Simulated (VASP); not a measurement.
# Be3CdO4 (P6/mmm) in VASP: relaxation of cell and atoms with PBE

Aim: the relaxation of cell and atoms of Be3CdO4 with PBE.

Program: VASP 6.6.1. These are calculated values, not measurements. Logs are shortened: lines on timing, memory, paths and dates and some standing lists are left out, and cuts for length are marked.

## (1) The cell of the first run

The structure is hexagonal, space group P6/mmm (No. 191). The conventional cell has a = 4.048 Å, b = 4.048 Å, c = 6.077 Å, α = 90.00°, β = 90.00°, γ = 120.00°. Be (site symmetry mmm) has 4 Be at 2.02 Å and 4 O at 2.10 Å within 2.7 Å. Within 3.5 Å of Cd (site symmetry 6/mmm) lie 12 O at 2.67 Å. Within 2.8 Å of O (site symmetry 3m) lie 3 Be at 2.10 Å and 4 O at 2.34 to 2.59 Å and 3 Cd at 2.67 Å.

The cell was built from a structure type or drawn by symmetry, and may not be a known phase.

## (2) Relaxation of cell and atoms, PBE

Contents of INCAR:

```
SYSTEM = Be3CdO4
PREC = Accurate ; ENCUT = 600
EDIFF = 1E-7 ; ISMEAR = 0
SIGMA = 0.15 ; LREAL = .False.
LASPH = .True. ; NELM = 120
ALGO = Normal ; ISIF = 3
LWAVE = .False. ; LCHARG = .False.
GGA = PE ; IBRION = 2
NSW = 36 ; EDIFFG = -0.08
GGA_COMPAT = .False. ; NELMIN = 4
```

Contents of KPOINTS:

```
Automatic mesh
0
Gamma
  3 3 2
  0 0 0
```

Contents of POSCAR:

```
Be3CdO4
1.0
    4.0480989400      0.0000000000      0.0000000000
   -2.0240494700      3.5057565200      0.0000000000
    0.0000000000      0.0000000000      6.0771961000
Be Cd O
3 1 4
Direct
    0.5000000000      0.0000000000      0.5000000000
    0.0000000000      0.5000000000      0.5000000000
    0.5000000000      0.5000000000      0.5000000000
    0.0000000000      0.0000000000      0.0000000000
    0.3333333300      0.6666666700      0.7872725200
    0.6666666700      0.3333333300      0.7872725200
    0.6666666700      0.3333333300      0.2127274800
    0.3333333300      0.6666666700      0.2127274800
```

Potentials or basis: VASP PAW PBE potentials, release 64 (Be, Cd, O).

Started as:

```sh
> cat potpaw_PBE.64/Be/POTCAR potpaw_PBE.64/Cd/POTCAR potpaw_PBE.64/O/POTCAR > POTCAR
> mpirun -np 1 vasp_std > vasp.out
```

OUTCAR:

```text
SYSTEM = Be3CdO4
   PREC = Accurate
   ENCUT = 600
   EDIFF = 1E-7
   ISMEAR = 0
   LREAL = .False.
   LASPH = .True.
   NELM = 120
   ISIF = 3
   GGA = PE
   IBRION = 2
   NSW = 36
   EDIFFG = -0.08
   NELMIN = 4

 ion  position               nearest neighbor table
   1  0.500  0.000  0.500-   2 2.02   3 2.02   3 2.02   2 2.02   7 2.10   8 2.10   5 2.10   6 2.10

   2  0.000  0.500  0.500-   3 2.02   3 2.02   1 2.02   1 2.02   7 2.10   8 2.10   5 2.10   6 2.10

   3  0.500  0.500  0.500-   2 2.02   2 2.02   1 2.02   1 2.02   7 2.10   8 2.10   5 2.10   6 2.10

   4  0.000  0.000  0.000-   5 2.67   6 2.67   7 2.67   8 2.67   6 2.67   7 2.67   5 2.67   8 2.67
                             6 2.67   7 2.67   5 2.67   8 2.67
   5  0.333  0.667  0.787-   2 2.10   1 2.10   3 2.10   4 2.67   4 2.67   4 2.67
   6  0.667  0.333  0.787-   2 2.10   1 2.10   3 2.10   4 2.67   4 2.67   4 2.67
   7  0.667  0.333  0.213-   2 2.10   1 2.10   3 2.10   4 2.67   4 2.67   4 2.67
   8  0.333  0.667  0.213-   2 2.10   1 2.10   3 2.10   4 2.67   4 2.67   4 2.67

  LATTYP: Found a hexagonal cell.
 ALAT       =     4.0480989400
 C/A-ratio  =     1.5012469285

  Lattice vectors:

 A1 = (   4.0480989400,   0.0000000000,   0.0000000000)
 A2 = (  -2.0240494700,   3.5057565200,   0.0000000000)
 A3 = (   0.0000000000,   0.0000000000,   6.0771961000)

Analysis of symmetry for initial positions (statically):
=====================================================================
 Subroutine PRICEL returns:
 Original cell was already a primitive cell.

 Routine SETGRP: Setting up the symmetry group for a
 hexagonal supercell.

 Subroutine GETGRP returns: Found 24 space group operations
 (whereof 24 operations were pure point group operations)
 out of a pool of 24 trial point group operations.

The static configuration has the point symmetry D_6h.

Analysis of symmetry for dynamics (positions and initial velocities):
=====================================================================
 Subroutine PRICEL returns:
 Original cell was already a primitive cell.

 Routine SETGRP: Setting up the symmetry group for a
 hexagonal supercell.

 Subroutine GETGRP returns: Found 24 space group operations
 (whereof 24 operations were pure point group operations)
 out of a pool of 24 trial point group operations.

The dynamic configuration has the point symmetry D_6h.

 Subroutine INISYM returns: Found 24 space group operations
 (whereof 24 operations are pure point group operations),
 and found     1 'primitive' translations

----------------------------------------------------------------------------------------

                                     Primitive cell

  volume of cell :      86.2454

  direct lattice vectors                    reciprocal lattice vectors
     4.048098940  0.000000000  0.000000000     0.247029535  0.142622569  0.000000000
    -2.024049470  3.505756520  0.000000000     0.000000000  0.285245137  0.000000000
     0.000000000  0.000000000  6.077196100     0.000000000  0.000000000  0.164549569

  length of vectors
     4.048098940  4.048098941  6.077196100     0.285245137  0.285245137  0.164549569

  position of ions in fractional coordinates (direct lattice)
     0.500000000  0.000000000  0.500000000
     0.000000000  0.500000000  0.500000000
     0.500000000  0.500000000  0.500000000
     0.000000000  0.000000000  0.000000000
     0.333333330  0.666666670  0.787272520
     0.666666670  0.333333330  0.787272520
     0.666666670  0.333333330  0.212727480
     0.333333330  0.666666670  0.212727480

  ion indices of the primitive-cell ions
   primitive index   ion index
                 1           1
                 2           2
                 3           3
                 4           4
                 5           5
                 6           6
                 7           7
                 8           8

----------------------------------------------------------------------------------------

 KPOINTS: Automatic mesh

Automatic generation of k-mesh.
 Grid dimensions read from file:
 generate k-points for:    3    3    2

 Generating k-lattice:

  Cartesian coordinates                     Fractional coordinates (reciprocal lattice)
     0.082343178  0.047540856  0.000000000     0.333333333  0.000000000  0.000000000
     0.000000000  0.095081712  0.000000000     0.000000000  0.333333333  0.000000000
     0.000000000  0.000000000  0.082274785     0.000000000  0.000000000  0.500000000

  Length of vectors
     0.095081712  0.095081712  0.082274785

  Shift w.r.t. Gamma in fractional coordinates (k-lattice)
     0.000000000  0.000000000  0.000000000

 Subroutine IBZKPT returns following result:
 ===========================================

 Found      6 irreducible k-points:

 Following reciprocal coordinates:
            Coordinates               Weight
  0.000000  0.000000  0.000000      1.000000
  0.333333 -0.000000  0.000000      6.000000
  0.333333  0.333333  0.000000      2.000000
  0.000000  0.000000  0.500000      1.000000
  0.333333 -0.000000  0.500000      6.000000
  0.333333  0.333333  0.500000      2.000000
   k-points           NKPTS =      6   k-points in BZ     NKDIM =      6   number of bands    NBANDS=     26
   number of dos      NEDOS =    301   number of ions     NIONS =      8
   total plane-waves  NPLWV =  51200
   dimension x,y,z NGX =    32 NGY =   32 NGZ =   50
   dimension x,y,z NGXF=    64 NGYF=   64 NGZF=  100
   ions per type =               3   1   4
   NGX,Y,Z   is equivalent  to a cutoff of  13.14, 13.14, 13.68 a.u.
   NGXF,Y,Z  is equivalent  to a cutoff of  26.28, 26.28, 27.36 a.u.
 SYSTEM =  Be3CdO4
   PREC   = accura    normal or accurate (medium, high low for compatibility)
   ISTART =      0    job   : 0-new  1-cont  2-samecut
   ICHARG =      2    charge: 1-file 2-atom 10-const
   ISPIN  =      1    spin polarized calculation?
   LNONCOLLINEAR =      F non collinear calculations
   LSORBIT =      F    spin-orbit coupling
   LASPH  =      T    aspherical Exc in radial PAW
   ENCUT  =  600.0 eV  44.10 Ry    6.64 a.u.   8.09  8.09 12.14*2*pi/ulx,y,z
   NELM   =    120;   NELMIN=  4; NELMDL= -5     # of ELM steps
   EDIFF  = 0.1E-06   stopping-criterion for ELM
   LREAL  =      F    real-space projection
   EDIFFG = -.8E-01   stopping-criterion for IOM
   NSW    =     36    number of steps for IOM
   IBRION =      2    ionic relax: 0-MD 1-quasi-New 2-CG
   NFREE  =      1    steps in history (QN), initial steepest desc. (CG)
   ISIF   =      3    stress and relaxation
   ISYM   =      2    0-nonsym 1-usesym 2-fastsym
   POTIM  = 0.5000    time-step for ionic-motion
   TEBEG  =    0.0;   TEEND  =   0.0 temperature during run
   PSTRESS=    0.0 pullay stress
   NELECT =      42.0000    total number of electrons
   NUPDOWN=      -1.0000    fix difference up-down
   EMIN   =  10.00;   EMAX   =-10.00  energy-range for DOS
   EFERMI =   0.00;   METHOD = LEGACY
   ISMEAR =     0;   SIGMA  =   0.15  broadening in eV -4-tet -1-fermi 0-gaus
   EFERMI_NEDOS =   21; number of points for ismear=-14 and -15
   IALGO  =     38    algorithm
   IMIX   =      4    mixing-type and parameters
     AMIX     =   0.40;   BMIX     =  1.00
     AMIX_MAG =   1.60;   BMIX_MAG =  1.00
  volume/ion in A,a.u.               =      10.78        72.75
  Fermi-wavevector in a.u.,A,eV,Ry     =   1.287990  2.433949 22.570960  1.658919
  Thomas-Fermi vector in A             =   2.419971
   LORBIT       =      0    0 simple, 1 ext, 2 COOP (PROOUT), +10 PAW based schemes
   GGA     = PE    functional components
   LHFCALC =     F    Hartree Fock is set to
   AEXX    =    0.0000 exact exchange contribution
   IVDW    =     0    specifies the selected vdW correction
   LEPSILON=     F    determine dielectric tensor
   LRPA    =     F    only Hartree local field effects (RPA)
 conjugate gradient relaxation of ions
 non-spin polarized calculation
 Gauss-broadening in eV      SIGMA  =   0.15
  energy-cutoff  :      600.00
  volume of cell :       86.25
 maximum number of plane-waves:      2900
   NGX = 17   NGY = 17   NGZ = 25

--------------------------------------- Ionic step        1  -------------------------------------------

 number of electron      41.9999992 magnetization

 Free energy of the ion-electron system (eV)
  ---------------------------------------------------
  ext. energy  EPLUGINS =         0.00000000
  ---------------------------------------------------
  free energy    TOTEN  =       -31.01518495 eV

  energy without entropy =      -30.96117287  energy(sigma->0) =      -30.98817891

------------------------ aborting loop because EDIFF is reached ----------------------------------------

  FORCE on cell =-STRESS in cart. coord.  units (eV):
  Direction    XX          YY          ZZ          XY          YZ          ZX
  --------------------------------------------------------------------------------------
  -------------------------------------------------------------------------------------
  Total        8.2185401      8.2185401    -33.2805976      0.0000000     -0.0000000      0.0000000
  in kB      152.6754258    152.6754259   -618.2520700      0.0000000     -0.0000000      0.0000000
  external PRESSURE =    -104.3004061 kB  Pullay stress =       0.0000000 kB
[... 107 lines left out ...]
  FREE ENERGIE OF THE ION-ELECTRON SYSTEM (eV)
  ---------------------------------------------------
  free  energy   TOTEN  =       -41.5545380003 eV

  energy  without entropy=      -41.5323747042  energy(sigma->0) =      -41.54345635

 E-fermi :   3.5692     XC(G=0): -10.5293

 val. band max:        3.4652768119   @ k =   0.3333  -0.0000   0.0000
 cond. band min:       3.5702001302   @ k =   0.0000   0.0000   0.5000
 fundamental gap:      0.1049233184
 Fermi energy:         3.5692252415

 k-point     1 :       0.0000    0.0000    0.0000
  band No.  band energies     occupation
      1     -16.5189      2.00000
      2     -15.3591      2.00000
      3     -14.6245      2.00000
      4     -12.8333      2.00000
      5      -5.5017      2.00000
      6      -5.3172      2.00000
[... 163 lines left out ...]
     25      10.2805      0.00000
     26      11.0186      0.00000

[... ionic steps 4 to 9 ...]

--------------------------------------- Ionic step       10  -------------------------------------------

 number of electron      41.9999997 magnetization

------------------------ aborting loop because EDIFF is reached ----------------------------------------

  FORCE on cell =-STRESS in cart. coord.  units (eV):
  Direction    XX          YY          ZZ          XY          YZ          ZX
  --------------------------------------------------------------------------------------
  -------------------------------------------------------------------------------------
  Total        0.1706063      0.1706063     -0.6712848      0.0000000      0.0000000      0.0000000
  in kB        3.2445843      3.2445843    -12.7664693      0.0000000      0.0000000      0.0000000
  external PRESSURE =      -2.0924335 kB  Pullay stress =       0.0000000 kB
[... 69 lines left out ...]
  energy  without entropy=      -42.2213438309  energy(sigma->0) =      -42.22655729

--------------------------------------- Ionic step       12  -------------------------------------------

 number of electron      41.9999997 magnetization

 Free energy of the ion-electron system (eV)
  ---------------------------------------------------
  ext. energy  EPLUGINS =         0.00000000
  ---------------------------------------------------
  free energy    TOTEN  =       -42.23376108 eV

  energy without entropy =      -42.22339509  energy(sigma->0) =      -42.22857808

 E-fermi :   2.6822     XC(G=0): -10.2215

 val. band max:        2.5004459659   @ k =   0.3333  -0.0000   0.0000
 cond. band min:       2.7501903421   @ k =   0.0000   0.0000   0.0000
 fundamental gap:      0.2497443762
 Fermi energy:         2.6821968390

 k-point     1 :       0.0000    0.0000    0.0000
  band No.  band energies     occupation
      1     -16.6776      2.00000
      2     -15.4213      2.00000
      3     -15.1345      2.00000
      4     -13.2882      2.00000
      5      -5.9319      2.00000
      6      -5.7866      2.00000
[... 198 lines left out ...]
  FREE ENERGIE OF THE ION-ELECTRON SYSTEM (eV)
  ---------------------------------------------------
  free  energy   TOTEN  =       -42.2337610786 eV

  energy  without entropy=      -42.2233950852  energy(sigma->0) =      -42.22857808

 reached required accuracy - stopping structural energy minimisation
```

Wall time 98 s (1 thread of AMD EPYC 9R45 (Zen 5), shared host); peak memory 0.2 GiB.

What came out:

- Free energy: -42.2338 eV
- Relaxed volume: 10.52 Å³/atom
- Relaxed cell: a = 4.334 Å, b = 4.334 Å, c = 5.174 Å, α = 90.00°, β = 90.00°, γ = 120.00°
- Space group after relaxing (to 0.1 Å): P6/mmm (No. 191)
- Energy gained by relaxing: 1402.3 meV/atom
- Ionic steps: 12
- Pressure after relaxing: 0.3 GPa
- Largest force after relaxing: 0.009 eV/Å
- Band gap on the k mesh: 0.25 eV (least direct gap 0.84 eV)

Forces in eV/Å, atoms in the order of the input:
```
Be   0.000  0.000  0.000
Be   0.000  0.000  0.000
Be   0.000  0.000  0.000
Cd   0.000  0.000  0.000
O    0.000  0.000 -0.009
O    0.000  0.000 -0.009
O    0.000  0.000  0.009
O    0.000  0.000  0.009
```

The path:
| step | energy change (eV) | largest force (eV/Å) | pressure (GPa) | volume (Å³) |
| --- | --- | --- | --- | --- |
| 1 | 0.0000 | 4.5608 | -10.43 | 86.25 |
| 2 | -10.2826 | 3.1754 | 1.99 | 75.94 |
| 3 | -10.5394 | 1.3361 | 9.11 | 74.09 |
| 4 | -10.9158 | 0.8264 | 6.09 | 79.43 |
| 5 | -10.9158 | 0.8758 | 6.07 | 79.59 |
| 6 | -11.1496 | 0.6644 | -4.02 | 85.91 |
| 7 | -11.1583 | 0.4244 | -2.65 | 84.90 |
| 8 | -11.2088 | 0.2643 | -1.16 | 84.49 |
| 9 | -11.2167 | 0.1765 | -0.27 | 84.26 |
| 10 | -11.2167 | 0.1710 | -0.21 | 84.25 |
| 11 | -11.2166 | 0.1633 | 0.76 | 84.10 |
| 12 | -11.2186 | 0.0089 | 0.26 | 84.17 |

Final structure:
```
Be Cd O
1.0
     4.33430    0.00000    0.00000
    -2.16715    3.75362    0.00000
     0.00000    0.00000    5.17379
Be Cd O
3 1 4
Direct
  0.50000 0.00000 0.50000
  0.00000 0.50000 0.50000
  0.50000 0.50000 0.50000
  0.00000 0.00000 0.00000
  0.33333 0.66667 0.71809
  0.66667 0.33333 0.71809
  0.66667 0.33333 0.28191
  0.33333 0.66667 0.28191
```

Caveat: the k points lie up to 0.61 Å⁻¹ apart in the final cell; an odd mesh through Γ misses points on the zone boundary, where band edges can lie.
